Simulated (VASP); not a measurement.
HgTe, 4 atoms in the cell. It takes space group Cmcm (No. 63, orthorhombic). The conventional cell has a = 5.985 Å, b = 6.934 Å, c = 5.798 Å, α = 90.00°, β = 90.00°, γ = 90.00°. Hg (site symmetry m2m) has 6 Te at 3.02 to 3.87 Å and 2 Hg at 3.63 Å within 4.0 Å. Within 4.0 Å of Te (site symmetry m2m) lie 6 Hg at 3.02 to 3.87 Å. 

- Program: VASP 6.6.1
- Task: single point
- Functional: BLYP
- Potentials or basis: VASP PAW PBE potentials, release 64 (Hg, Te)
- Cutoff: 500 eV
- k mesh: 4 × 4 × 4
- Occupations: fermi-dirac, width 0.1 eV
- Spin: no spin polarisation
- Dipole correction: no
- Further INCAR settings: ALGO = Normal; EDIFF = 1e-06; NBANDS = 26

Potentials or basis: VASP PAW PBE potentials, release 64 (Hg, Te).

Run with:

```sh
$ cat potpaw_PBE.64/Hg/POTCAR potpaw_PBE.64/Te/POTCAR > POTCAR
$ mpirun -np 1 vasp_std > vasp.out
```

Hardware: 1 thread of Intel Xeon 8259CL (shared host).

Q: How long does it take, and how much memory?

A: It took 2.1 min on 1 thread of Intel Xeon 8259CL (shared host), peak memory 0.25 GiB. Counts: scf iterations 13, k points 21.
